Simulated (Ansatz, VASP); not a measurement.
AlGa3N2: VASP beside Ansatz

INCAR

```
SYSTEM = AlGa3N2
ALGO = Normal
EDIFF = 1E-6
ENCUT = 600
GGA = PE
GGA_COMPAT = .False.
ISIF = 2
ISMEAR = 0
LASPH = .True.
LCHARG = .False.
LREAL = .False.
LWAVE = .False.
NBANDS = 35
NELM = 120
PREC = Accurate
SIGMA = 0.1
```

KPOINTS

```
k-points
0
Gamma
  6 6 4
  0 0 0
```

File POSCAR:

```
AlGa3N2
1.0
    5.0884680400      0.0000000000      0.0000000000
   -2.5442340200      4.4067425900      0.0000000000
    0.0000000000      0.0000000000      4.1396270800
Al Ga N
1 3 2
Direct
    0.0000000000      0.0000000000      0.0000000000
    0.5000000000      0.5000000000      0.5000000000
    0.5000000000      0.0000000000      0.5000000000
    0.0000000000      0.5000000000      0.5000000000
    0.6666666700      0.3333333300      0.0000000000
    0.3333333300      0.6666666700      0.0000000000
```

Input for Ansatz:

```yaml
crystal:
  lattice:
    - [5.08846804, 0.0, 0.0]
    - [-2.54423402, 4.40674259, 0.0]
    - [0.0, 0.0, 4.13962708]
  atoms:
    - { symbol: Al, position: [0.0, 0.0, 0.0] }
    - { symbol: Ga, position: [0.5, 0.5, 0.5] }
    - { symbol: Ga, position: [0.5, 0.0, 0.5] }
    - { symbol: Ga, position: [0.0, 0.5, 0.5] }
    - { symbol: "N", position: [0.66666667, 0.33333333, 0.0] }
    - { symbol: "N", position: [0.33333333, 0.66666667, 0.0] }
basis:
  ecutwfc: 420
kpoints:
  mp_grid: { grid: [6, 6, 4] }
hamiltonian:
  xc: pbe
scf:
  occupations: { method: gaussian, width: 0.1 }
  lower_state_search: "off"
output:
  forces: true
  stress: true
  eigenvalues: true
```

Change from the starting cell: species swapped into the CeZn3Pd2 type (P6/mmm, No. 191).

Alike in both runs: task single point; functional PBE; k mesh 6 × 6 × 4; occupations gaussian, width 0.1 eV; no spin polarisation.

|  | VASP | Ansatz |
| --- | --- | --- |
| version | VASP 6.6.1 | Ansatz 0.2.0 |
| potentials or method | VASP PAW PBE potentials, release 64 (Al, Ga_d, N), cutoff 600 eV | scalar-relativistic, plane waves, PAW |
| valence electrons in the cell | 52 | 52 |

Ansatz gave:

| Quantity | Value |
| --- | --- |
| gap on the k mesh at the Fermi level (eV) | none |
| pressure (GPa) | -6.2 |
| traceless stress, the component that is largest in VASP (GPa) | -14.47 |

Which values does VASP return?

gap on the k mesh at the Fermi level (eV): none; pressure (GPa): -6.2; traceless stress, the component that is largest in VASP (GPa): -14.48.

A gap of «none» marks a metal or a gap that the smearing closes.

The k mesh is coarse, so the values compare programs but aren't converged.
